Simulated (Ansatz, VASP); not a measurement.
Ni3O4: VASP beside Ansatz

Contents of INCAR:

```
PREC = Accurate
ENCUT = 700
EDIFF = 1E-6
ISMEAR = 0
SIGMA = 0.15
LREAL = F
LASPH = T
NELM = 120
ALGO = Normal
ISIF = 2
LWAVE = F
LCHARG = T
GGA = PS
LELF = T
LVHAR = T
NBANDS = 48
GGA_COMPAT = F
```

KPOINTS

```
regular mesh
0
Gamma
  8 8 14
```

The input POSCAR:

```
Ni3O4
1.0
    2.8365053875     -3.8061089693      0.0000000000
    2.8365053875      3.8061089693      0.0000000000
    0.0000000000      0.0000000000      2.9326825337
Ni O
3 4
Direct
    0.5000000000      0.0000000000      0.5000000000
    0.0000000000      0.5000000000      0.5000000000
    0.0000000000      0.0000000000      0.0000000000
    0.7878888826      0.7878888826      0.5000000000
    0.2121111174      0.2121111174      0.5000000000
    0.2371644473      0.7628355527      0.0000000000
    0.7628355527      0.2371644473      0.0000000000
```

Input for Ansatz:

```yaml
crystal:
  lattice:
    - [2.8365053875, -3.8061089693, 0.0]
    - [2.8365053875, 3.8061089693, 0.0]
    - [0.0, 0.0, 2.9326825337]
  atoms:
    - { symbol: Ni, position: [0.5, 0.0, 0.5] }
    - { symbol: Ni, position: [0.0, 0.5, 0.5] }
    - { symbol: Ni, position: [0.0, 0.0, 0.0] }
    - { symbol: O, position: [0.7878888826, 0.7878888826, 0.5] }
    - { symbol: O, position: [0.2121111174, 0.2121111174, 0.5] }
    - { symbol: O, position: [0.2371644473, 0.7628355527, 0.0] }
    - { symbol: O, position: [0.7628355527, 0.2371644473, 0.0] }
basis:
  ecutwfc: 420
kpoints:
  mp_grid: { grid: [8, 8, 14] }
hamiltonian:
  xc: pbesol
scf:
  occupations: { method: gaussian, width: 0.15 }
output:
  forces: true
  stress: true
  eigenvalues: true
```

Change from the starting cell: strain -0.030 along x and y, +0.030 along z, atoms carried along.

Alike in both runs: task single point; functional PBEsol; k mesh 8 × 8 × 14; occupations gaussian, width 0.15 eV; no spin polarisation.

|  | VASP | Ansatz |
| --- | --- | --- |
| version | VASP 6.6.1 | Ansatz 0.2.0 |
| potentials or method | VASP PAW PBE potentials, release 64 (Ni_sv_GW, O), cutoff 700 eV | scalar-relativistic, plane waves, PAW |
| valence electrons in the cell | 78 | 78 |

|  | VASP | Ansatz | Ansatz less VASP |
| --- | --- | --- | --- |
| gap on the k mesh at the Fermi level (eV) | none | none | - |
| pressure (GPa) | 7.1 | 7.6 | +0.43 |
| traceless stress, the component that is largest in VASP (GPa) | 6.28 | 6.15 | -0.129 |
| rms of the force components (eV/Å) | 0.245 | 0.232 | -0.0134 |

VASP's potentials were made for PBE, not for PBEsol. Atom by atom the forces differ by 0.013 eV/Å (rms over components). A gap of «none» marks a metal or a gap that the smearing closes.
